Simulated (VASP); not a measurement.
# AsIr2ClO4 (P1) in VASP: single point with BLYP

Aim: the single point of AsIr2ClO4 with BLYP.

Program: VASP 6.6.1. These are calculated values, not measurements. Logs are shortened: lines on timing, memory, paths and dates and some standing lists are left out, and cuts for length are marked.

### 1 The cell of the first run

The typed cell holds 16 atoms: a = 6.993 Å, b = 6.980 Å, c = 4.990 Å, α = 89.66°, β = 94.56°, γ = 89.73°.

### 2 Single point, BLYP

INCAR reads:

```
  AGGAC = 1.0
  AGGAX = 1.0
  ALDAC = 0.0
  ALDAX = 1.0
  ALGO = Fast
  EDIFF = 1E-6
  ENCUT = 520
  GGA = B5
  ISIF = 2
  ISMEAR = -1
  LASPH = T
  LCHARG = T
  LELF = T
  LREAL = Auto
  LVHAR = T
  LWAVE = F
  NBANDS = 68
  NELM = 100
  PREC = Accurate
  SIGMA = 0.1
```

KPOINTS reads:

```
Automatic mesh
0
Gamma
  3 3 4
  0.5 0 0
```

POSCAR reads:

```
AsIr2ClO4
1.0
    6.9898500000      0.0168250000     -0.2091360000
    0.0161230000      6.9799030000      0.0208200000
   -0.2478320000      0.0153360000      4.9840860000
Cl O As Ir
2 8 2 4
Direct
    0.2370830000      0.2599210000      0.8318240000
    0.7470060000      0.7684710000      0.1377640000
    0.4264960000      0.7449980000      0.6706990000
    0.5329960000      0.2404160000      0.3172520000
    0.0639200000      0.7500880000      0.7307840000
    0.9499610000      0.2353010000      0.2333770000
    0.2110690000      0.5547600000      0.3005800000
    0.8173740000      0.0453390000      0.7517190000
    0.8121770000      0.4252550000      0.6972290000
    0.2005380000      0.9495840000      0.3074150000
    0.2295120000      0.7942460000      0.5305160000
    0.7665650000      0.2307660000      0.4935500000
    0.0090590000      0.9967420000      0.0038350000
    0.9909970000      0.4868400000      0.9775800000
    0.2598420000      0.2638330000      0.3337860000
    0.7490660000      0.7503690000      0.6692160000
```

Potentials or basis: VASP PAW PBE potentials, release 64 (Cl, O, As, Ir).

Command:

```bash
$ cat potpaw_PBE.64/Cl/POTCAR potpaw_PBE.64/O/POTCAR potpaw_PBE.64/As/POTCAR potpaw_PBE.64/Ir/POTCAR > POTCAR
$ mpirun -np 1 vasp_std > vasp.out
```

OUTCAR:

```text
EDIFF = 1E-6
   ENCUT = 520
   GGA = B5
   ISIF = 2
   ISMEAR = -1
   LASPH = T
   LREAL = Auto
   NELM = 100
   PREC = Accurate

 ion  position               nearest neighbor table
   1  0.237  0.260  0.832-  14 2.49  15 2.50  15 2.50  13 2.62
   2  0.747  0.768  0.138-  16 2.34  13 2.56  16 2.65  14 2.76
   3  0.426  0.745  0.671-  11 1.53  16 2.26
   4  0.533  0.240  0.317-  12 1.79  15 1.92
   5  0.064  0.750  0.731-  11 1.62  16 2.20  13 2.25  14 2.29
   6  0.950  0.235  0.233-  12 1.90  13 2.08  15 2.20  14 2.20
   7  0.211  0.555  0.301-  11 2.03  15 2.06  14 2.19
   8  0.817  0.045  0.752-  13 1.79  12 1.83  16 2.15
   9  0.812  0.425  0.697-  12 1.72  14 1.85  16 2.31
  10  0.201  0.950  0.307-  11 1.55  13 1.97  15 2.24
  11  0.230  0.794  0.531-   3 1.53  10 1.55   5 1.62   7 2.03
  12  0.767  0.231  0.494-   9 1.72   4 1.79   8 1.83   6 1.90
  13  0.009  0.997  0.004-   8 1.79  10 1.97   6 2.08   5 2.25   2 2.56   1 2.62  16 2.94  15 2.98

  14  0.991  0.487  0.978-   9 1.85   7 2.19   6 2.20   5 2.29   1 2.49   2 2.76  16 2.85  15 2.92

  15  0.260  0.264  0.334-   4 1.92   7 2.06   6 2.20  10 2.24   1 2.50   1 2.50  14 2.92  13 2.98

  16  0.749  0.750  0.669-   8 2.15   5 2.20   3 2.26   9 2.31   2 2.34   2 2.65  14 2.85  13 2.94

  LATTYP: Found a triclinic cell.
 ALAT       =     8.2617182562
 B/A-ratio  =     0.6040229511
 C/A-ratio  =     0.8448548421
 COS(alpha) =     0.0059375768
 COS(beta)  =     0.0075017108
 COS(gamma) =     0.5367291234

  Lattice vectors:

 A1 = (  -6.7420180000,  -0.0321610000,  -4.7749500000)
 A2 = (   0.2478320000,  -0.0153360000,  -4.9840860000)
 A3 = (  -0.0161230000,  -6.9799030000,  -0.0208200000)

Analysis of symmetry for initial positions (statically):
=====================================================================
 Subroutine PRICEL returns:
 Original cell was already a primitive cell.

 Routine SETGRP: Setting up the symmetry group for a
 triclinic supercell.

 Subroutine GETGRP returns: Found  1 space group operations
 (whereof  1 operations were pure point group operations)
 out of a pool of  2 trial point group operations.

The static configuration has the point symmetry C_1 .

Analysis of symmetry for dynamics (positions and initial velocities):
=====================================================================
 Subroutine PRICEL returns:
 Original cell was already a primitive cell.

 Routine SETGRP: Setting up the symmetry group for a
 triclinic supercell.

 Subroutine GETGRP returns: Found  1 space group operations
 (whereof  1 operations were pure point group operations)
 out of a pool of  2 trial point group operations.

The dynamic configuration has the point symmetry C_1 .

 Subroutine INISYM returns: Found  1 space group operations
 (whereof  1 operations are pure point group operations),
 and found     1 'primitive' translations

----------------------------------------------------------------------------------------

                                     Primitive cell

  volume of cell :     242.8005

  direct lattice vectors                    reciprocal lattice vectors
     6.989850000  0.016825000 -0.209136000     0.143278631 -0.000352216  0.007125565
     0.016123000  6.979903000  0.020820000    -0.000358585  0.143270663 -0.000458673
    -0.247832000  0.015336000  4.984086000     0.006013577 -0.000613263  0.200939503

  length of vectors
     6.992998210  6.979952673  4.990267443     0.143456139  0.143271846  0.201030403

  position of ions in fractional coordinates (direct lattice)
     0.237083000  0.259921000  0.831824000
     0.747006000  0.768471000  0.137764000
     0.426496000  0.744998000  0.670699000
     0.532996000  0.240416000  0.317252000
     0.063920000  0.750088000  0.730784000
     0.949961000  0.235301000  0.233377000
[... 8 lines left out ...]
     0.259842000  0.263833000  0.333786000
     0.749066000  0.750369000  0.669216000

  ion indices of the primitive-cell ions
   primitive index   ion index
                 1           1
                 2           2
                 3           3
                 4           4
                 5           5
                 6           6
[... 8 lines left out ...]
                15          15
                16          16

----------------------------------------------------------------------------------------

 KPOINTS: Automatic mesh

Automatic generation of k-mesh.
 Grid dimensions read from file:
 generate k-points for:    3    3    4

 Generating k-lattice:

  Cartesian coordinates                     Fractional coordinates (reciprocal lattice)
     0.047759544 -0.000117405  0.002375188     0.333333333 -0.000000000  0.000000000
    -0.000119528  0.047756888 -0.000152891     0.000000000  0.333333333  0.000000000
     0.001503394 -0.000153316  0.050234876    -0.000000000  0.000000000  0.250000000

  Length of vectors
     0.047818713  0.047757282  0.050257601

  Shift w.r.t. Gamma in fractional coordinates (k-lattice)
     0.500000000  0.000000000  0.000000000

 Subroutine IBZKPT returns following result:
 ===========================================

 Found     19 irreducible k-points:

 Following reciprocal coordinates:
            Coordinates               Weight
  0.166667 -0.000000 -0.000000      2.000000
  0.500000 -0.000000  0.000000      1.000000
  0.166667  0.333333  0.000000      2.000000
  0.500000  0.333333  0.000000      2.000000
 -0.166667  0.333333  0.000000      2.000000
  0.166667  0.000000  0.250000      2.000000
[... 11 lines left out ...]
  0.500000  0.333333  0.500000      2.000000
 -0.166667  0.333333  0.500000      2.000000
   k-points           NKPTS =     19   k-points in BZ     NKDIM =     19   number of bands    NBANDS=     68
   number of dos      NEDOS =    301   number of ions     NIONS =     16
   total plane-waves  NPLWV = 116640
   dimension x,y,z NGX =    54 NGY =   54 NGZ =   40
   dimension x,y,z NGXF=   108 NGYF=  108 NGZF=   80
   ions per type =               2   8   2   4
   NGX,Y,Z   is equivalent  to a cutoff of  12.84, 12.86, 13.33 a.u.
   NGXF,Y,Z  is equivalent  to a cutoff of  25.68, 25.72, 26.65 a.u.
 SYSTEM =  unknown system
   PREC   = accura    normal or accurate (medium, high low for compatibility)
   ISTART =      0    job   : 0-new  1-cont  2-samecut
   ICHARG =      2    charge: 1-file 2-atom 10-const
   ISPIN  =      1    spin polarized calculation?
   LNONCOLLINEAR =      F non collinear calculations
   LSORBIT =      F    spin-orbit coupling
   LASPH  =      T    aspherical Exc in radial PAW
   ENCUT  =  520.0 eV  38.22 Ry    6.18 a.u.  13.00 12.98  9.28*2*pi/ulx,y,z
   NELM   =    100;   NELMIN=  2; NELMDL= -5     # of ELM steps
   EDIFF  = 0.1E-05   stopping-criterion for ELM
   LREAL  =      T    real-space projection
   EDIFFG = 0.1E-04   stopping-criterion for IOM
   NSW    =      0    number of steps for IOM
   IBRION =     -1    ionic relax: 0-MD 1-quasi-New 2-CG
   NFREE  =      0    steps in history (QN), initial steepest desc. (CG)
   ISIF   =      2    stress and relaxation
   ISYM   =      2    0-nonsym 1-usesym 2-fastsym
   POTIM  = 0.5000    time-step for ionic-motion
   TEBEG  =    0.0;   TEEND  =   0.0 temperature during run
   PSTRESS=    0.0 pullay stress
   NELECT =     108.0000    total number of electrons
   NUPDOWN=      -1.0000    fix difference up-down
   EMIN   =  10.00;   EMAX   =-10.00  energy-range for DOS
   EFERMI =   0.00;   METHOD = LEGACY
   ISMEAR =    -1;   SIGMA  =   0.10  broadening in eV -4-tet -1-fermi 0-gaus
   EFERMI_NEDOS =   21; number of points for ismear=-14 and -15
   IALGO  =     68    algorithm
   IMIX   =      4    mixing-type and parameters
     AMIX     =   0.40;   BMIX     =  1.00
     AMIX_MAG =   1.60;   BMIX_MAG =  1.00
  volume/ion in A,a.u.               =      15.18       102.41
  Fermi-wavevector in a.u.,A,eV,Ry     =   1.249682  2.361557 21.248294  1.561706
  Thomas-Fermi vector in A             =   2.383711
   LORBIT       =      0    0 simple, 1 ext, 2 COOP (PROOUT), +10 PAW based schemes
   GGA     = B5    functional components
   LHFCALC =     F    Hartree Fock is set to
   AEXX    =    0.0000 exact exchange contribution
   IVDW    =     0    specifies the selected vdW correction
   LEPSILON=     F    determine dielectric tensor
   LRPA    =     F    only Hartree local field effects (RPA)
 non-spin polarized calculation
 RMM-DIIS sequential band-by-band and
  energy-cutoff  :      520.00
  volume of cell :      242.80
 maximum number of plane-waves:      6561
 NGX is ok and might be reduce to    54
   NGX = 25   NGY = 25   NGZ = 19

 number of electron     108.0000006 magnetization

 Free energy of the ion-electron system (eV)
  ---------------------------------------------------
  ext. energy  EPLUGINS =         0.00000000
  ---------------------------------------------------
  free energy    TOTEN  =       -79.10403877 eV

  energy without entropy =      -78.75531399  energy(sigma->0) =      -78.92967638

 E-fermi :   4.9597     XC(G=0):  -9.5994

 val. band max:        4.9550124879   @ k =   0.5000   0.3333   0.2500
 cond. band min:       4.9646331263   @ k =  -0.1667   0.3333   0.2500
 fundamental gap:      0.0096206384
 Fermi energy:         4.9596677919

 k-point     1 :       0.1667   -0.0000   -0.0000
  band No.  band energies     occupation
      1     -18.6332      2.00000
      2     -16.9534      2.00000
      3     -16.9027      2.00000
      4     -15.7900      2.00000
      5     -15.6740      2.00000
      6     -15.5661      2.00000
[... 58 lines left out ...]
     65       9.2968      0.00000
     66       9.4989      0.00000

 k-point     2 :       0.5000   -0.0000    0.0000
  band No.  band energies     occupation
      1     -18.6214      2.00000
      2     -16.9416      2.00000
      3     -16.8975      2.00000
      4     -15.8169      2.00000
      5     -15.6662      2.00000
      6     -15.5721      2.00000
[... 1162 lines left out ...]
     65       9.3423      0.00000
     66      10.0902      0.00000

 k-point    19 :      -0.1667    0.3333    0.5000
  band No.  band energies     occupation
      1     -18.5657      2.00000
      2     -17.0628      2.00000
      3     -16.7732      2.00000
      4     -15.7862      2.00000
      5     -15.7279      2.00000
      6     -15.6437      2.00000
[... 58 lines left out ...]
     65       9.2230      0.00000
     66       9.8915      0.00000
 [bands above 66 left out]

------------------------ aborting loop because EDIFF is reached ----------------------------------------

  FORCE on cell =-STRESS in cart. coord.  units (eV):
  Direction    XX          YY          ZZ          XY          YZ          ZX
  --------------------------------------------------------------------------------------
  -------------------------------------------------------------------------------------
  Total       39.9038049     19.6501438     42.2977110     -1.9138924    -11.0432239     13.7475614
  in kB      263.3148700    129.6662080    279.1116361    -12.6292798    -72.8713736     90.7165961
  external PRESSURE =     224.0309047 kB  Pullay stress =       0.0000000 kB

 VOLUME and BASIS-vectors are now :
 -----------------------------------------------------------------------------
  energy-cutoff  :      520.00
  volume of cell :      242.80
      direct lattice vectors                 reciprocal lattice vectors
     6.989850000  0.016825000 -0.209136000     0.143278631 -0.000352216  0.007125565
     0.016123000  6.979903000  0.020820000    -0.000358585  0.143270663 -0.000458673
    -0.247832000  0.015336000  4.984086000     0.006013577 -0.000613263  0.200939503

 POSITION                                       TOTAL-FORCE (eV/Angst)
 -----------------------------------------------------------------------------------
      1.45521      1.83097      4.10171         0.476716     -0.102298     -1.206535
      5.19971      5.37853      0.54640        -0.414530     -0.361749      2.139926
      2.82693      5.21748      3.26914         8.405876     -1.032531      3.865718
      3.65081      1.69191      1.47475         1.517461     -0.003220     -0.143981
      0.27777      5.24782      3.64454        -4.565430     -0.476652      3.798581
      6.58604      1.66194      0.96940         1.081886      0.690034     -1.077117
[... 8 lines left out ...]
      1.73779      1.85102      1.61477        -1.075527      0.821586      1.728847
      5.08210      5.26037      3.19440        -1.722240     -0.464310     -2.144383
 -----------------------------------------------------------------------------------
    total drift:                                0.000991      0.000765     -0.014387

  FREE ENERGIE OF THE ION-ELECTRON SYSTEM (eV)
  ---------------------------------------------------
  free  energy   TOTEN  =       -79.1040387744 eV

  energy  without entropy=      -78.7553139918  energy(sigma->0) =      -78.92967638
```

Run time: 12 min. Hardware: 1 thread of Intel Xeon Platinum 8488C (Sapphire Rapids), shared host; peak memory 0.45 GiB.

What came out:

```yaml
Free_energy: -79.1040 eV
Pressure: 22.4 GPa
Largest_force: 9.310 eV/Å
Band_gap_on_the_k_mesh: zero (bands 54 and 55 overlap by 0.37 eV)
```

Forces on the atoms (eV/Å):
```
Cl   0.477 -0.102 -1.207
Cl  -0.415 -0.362  2.140
O    8.406 -1.033  3.866
O    1.517 -0.003 -0.144
O   -4.565 -0.477  3.799
O    1.082  0.690 -1.077
O   -0.760  0.856 -0.460
O   -4.535 -0.691 -3.531
O   -3.066  1.978 -1.920
O    1.424  5.654 -3.981
As  -0.592 -6.640 -2.187
As  -2.146 -0.983 -1.650
Ir   2.376 -0.428  2.450
Ir   3.595  1.182  4.317
Ir  -1.076  0.822  1.729
Ir  -1.722 -0.464 -2.144
```

Caveat: the cell stands under pressure; the PAW data sets were made with another functional, which shifts forces and pressure a little; spin-orbit coupling is left out, which moves the levels of the heavy elements.
